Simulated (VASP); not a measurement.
## Al3B2N5: single point with PBE

Al3B2N5:

```
CELL_PARAMETERS angstrom
-1.43006 1.43006 9.14170
1.43006 -1.43006 9.14170
1.43006 1.43006 -9.14170
ATOMIC_POSITIONS crystal
Al 0.88789 0.88789 0.00000
Al 0.50000 0.50000 0.00000
Al 0.11211 0.11211 0.00000
B 0.70684 0.70684 0.00000
B 0.29316 0.29316 0.00000
N 0.00000 0.00000 0.00000
N 0.61321 0.61321 0.00000
N 0.21185 0.21185 0.00000
N 0.78815 0.78815 0.00000
N 0.38679 0.38679 0.00000
```

- Program: VASP 6.6.1
- Task: single point
- Functional: PBE
- Potentials or basis: VASP PAW PBE potentials, release 64 (Al, B, N)
- Cutoff: 520 eV
- k mesh: 8 × 8 × 8
- Occupations: gaussian, width 0.1 eV
- Spin: no spin polarisation

| Property | Result |
| --- | --- |
| Pressure | 0.0 GPa |
| Largest force | 0.035 eV/Å |
| Band gap on the k mesh | 1.98 eV (least direct gap 2.10 eV) |

Forces in eV/Å, atoms in the order of the input:
```
Al   0.000  0.000 -0.002
Al   0.000  0.000  0.000
Al   0.000  0.000  0.002
B    0.000  0.000 -0.033
B    0.000  0.000  0.033
N    0.000  0.000  0.000
N    0.000  0.000 -0.022
N    0.000  0.000 -0.035
N    0.000  0.000  0.035
N    0.000  0.000  0.022
```

Stress tensor (GPa, compression positive):
```
-0.04  0.00  0.00
 0.00 -0.04  0.00
 0.00  0.00  0.20
```

Levels at points of the mesh, in eV from the valence-band top:
| k point | band 18 | band 19 | band 20 | band 21 | band 22 | band 23 |
| --- | --- | --- | --- | --- | --- | --- |
| (0.00, 0.00, 0.00) | -2.72 | -0.01 | -0.01 | 2.64 | 2.79 | 4.09 |
| (0.50, 0.00, 0.00) | -1.59 | -1.59 | -1.54 | 3.24 | 3.58 | 4.98 |
| (0.50, 0.50, 0.00) | -5.01 | -3.13 | -2.62 | 2.30 | 4.04 | 4.32 |
| (0.50, 0.50, 0.50) | -2.08 | -0.12 | -0.12 | 1.98 | 4.04 | 4.49 |

Wall time 21 min on 1 thread of Intel(R) Xeon(R) Platinum 8488C (Sapphire Rapids), with other jobs on the host, peak memory 0.69 GiB.

A k mesh can miss the band edges.
